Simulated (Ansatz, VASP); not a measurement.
**Al2O3: VASP beside Ansatz**

File INCAR:

```
SYSTEM = Al2O3
PREC = Accurate ; ENCUT = 520
EDIFF = 1E-6 ; ISMEAR = 0
SIGMA = 0.05 ; LREAL = .False.
LASPH = .True. ; NELM = 60
ALGO = Normal ; ISIF = 2
LWAVE = .False. ; LCHARG = .False.
GGA = PS ; NBANDS = 35
```

KPOINTS

```
Automatic mesh
0
Gamma
  6 6 6
  0 0 0
```

POSCAR

```
Al2O3
1.0
    2.2891336982      1.3216319569      4.7151575915
   -2.2891336982      1.3216319569      4.7151575915
    0.0000000000     -2.6432639137      4.7151575915
Al O
4 6
Direct
    0.8597195797      0.8597195797      0.8597195797
    0.6402804203      0.6402804203      0.6402804203
    0.1402804203      0.1402804203      0.1402804203
    0.3597195797      0.3597195797      0.3597195797
    0.0558571577      0.4441428423      0.7500000000
    0.7500000000      0.0558571577      0.4441428423
    0.4441428423      0.7500000000      0.0558571577
    0.9441428423      0.5558571577      0.2500000000
    0.2500000000      0.9441428423      0.5558571577
    0.5558571577      0.2500000000      0.9441428423
```

Input for Ansatz:

```yaml
crystal:
  lattice:
    - [2.2891336982, 1.3216319569, 4.7151575915]
    - [-2.2891336982, 1.3216319569, 4.7151575915]
    - [0.0, -2.6432639137, 4.7151575915]
  atoms:
    - { symbol: Al, position: [0.8597195797, 0.8597195797, 0.8597195797] }
    - { symbol: Al, position: [0.6402804203, 0.6402804203, 0.6402804203] }
    - { symbol: Al, position: [0.1402804203, 0.1402804203, 0.1402804203] }
    - { symbol: Al, position: [0.3597195797, 0.3597195797, 0.3597195797] }
    - { symbol: O, position: [0.0558571577, 0.4441428423, 0.75] }
    - { symbol: O, position: [0.75, 0.0558571577, 0.4441428423] }
    - { symbol: O, position: [0.4441428423, 0.75, 0.0558571577] }
    - { symbol: O, position: [0.9441428423, 0.5558571577, 0.25] }
    - { symbol: O, position: [0.25, 0.9441428423, 0.5558571577] }
    - { symbol: O, position: [0.5558571577, 0.25, 0.9441428423] }
basis:
  ecutwfc: 520.0
kpoints:
  mp_grid: { grid: [6, 6, 6] }
hamiltonian:
  xc: pbesol
  pseudopotentials: { kind: paw, azcp: { folder: soft_1 } }
scf:
  occupations: { method: gaussian, width: 0.05 }
output:
  forces: true
  stress: true
  eigenvalues: true
```

Alike in both runs: task single point; functional PBEsol; k mesh 6 × 6 × 6; occupations gaussian, width 0.05 eV; no spin polarisation.

|  | VASP | Ansatz |
| --- | --- | --- |
| version | VASP 6.6.1 | Ansatz 0.2.0 |
| potentials or method | VASP PAW PBE potentials, release 64 (Al, O), cutoff 520 eV | scalar-relativistic, plane waves, PAW |
| valence electrons in the cell | 48 | 48 |

```tsv
	VASP	Ansatz	Ansatz less VASP
gap on the k mesh at the Fermi level (eV)	5.24	5.23	-0.008
least direct gap on the mesh (eV)	5.24	5.23	-0.008
pressure (GPa)	7.7	7.5	-0.23
traceless stress, the component that is largest in VASP (GPa)	-36.91	-36.64	+0.271
rms of the force components (eV/Å)	0.674	0.659	-0.0152
```

VASP's potentials were made for PBE, not for PBEsol, and Ansatz warns of the same on its side. Atom by atom the forces differ by 0.018 eV/Å (rms over components). The functional is the same, so the differences come from potentials, cutoffs and numerics.
